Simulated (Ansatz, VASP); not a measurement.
One calculation of Sr, two programs

File INCAR:

```
PREC = Accurate
ENCUT = 520
EDIFF = 1E-6
ISMEAR = 0
SIGMA = 0.15
LREAL = False
LASPH = True
NELM = 60
ALGO = Normal
ISIF = 2
LWAVE = False
LCHARG = False
GGA = PE
NBANDS = 11
```

KPOINTS

```
Automatic mesh
0
Gamma
  14 14 14
```

POSCAR

```
Sr
1.0
   -2.2310000000      2.2310000000      2.5220000000
    2.2310000000     -2.2310000000      2.5220000000
    2.2310000000      2.2310000000     -2.5220000000
Sr
1
Direct
    0.0000000000      0.0000000000      0.0000000000
```

Input for Ansatz:

```yaml
crystal:
  lattice:
    - [-2.231, 2.231, 2.522]
    - [2.231, -2.231, 2.522]
    - [2.231, 2.231, -2.522]
  atoms:
    - { symbol: Sr, position: [0.0, 0.0, 0.0] }
basis:
  ecutwfc: 420
kpoints:
  mp_grid: { grid: [14, 14, 14] }
hamiltonian:
  xc: pbe
scf:
  occupations: { method: gaussian, width: 0.15 }
output:
  forces: true
  stress: true
  eigenvalues: true
```

Change from the starting cell: strain -0.080 along x and y, +0.040 along z, atoms carried along.

Alike in both runs: task single point; functional PBE; k mesh 14 × 14 × 14; occupations gaussian, width 0.15 eV; no spin polarisation.

|  | VASP | Ansatz |
| --- | --- | --- |
| version | VASP 6.6.1 | Ansatz 0.2.0 |
| potentials or method | VASP PAW PBE potentials, release 64 (Sr_sv), cutoff 520 eV | scalar-relativistic, plane waves, PAW |
| valence electrons in the cell | 10 | 10 |

|  | VASP | Ansatz | Ansatz less VASP |
| --- | --- | --- | --- |
| gap on the k mesh at the Fermi level (eV) | none | none | - |
| pressure (GPa) | 1.1 | 1.0 | -0.01 |
| traceless stress, the component that is largest in VASP (GPa) | -0.06 | -0.06 | +0.003 |

A gap of «none» marks a metal or a gap that the smearing closes. The functional is the same, so the differences come from potentials, cutoffs and numerics.
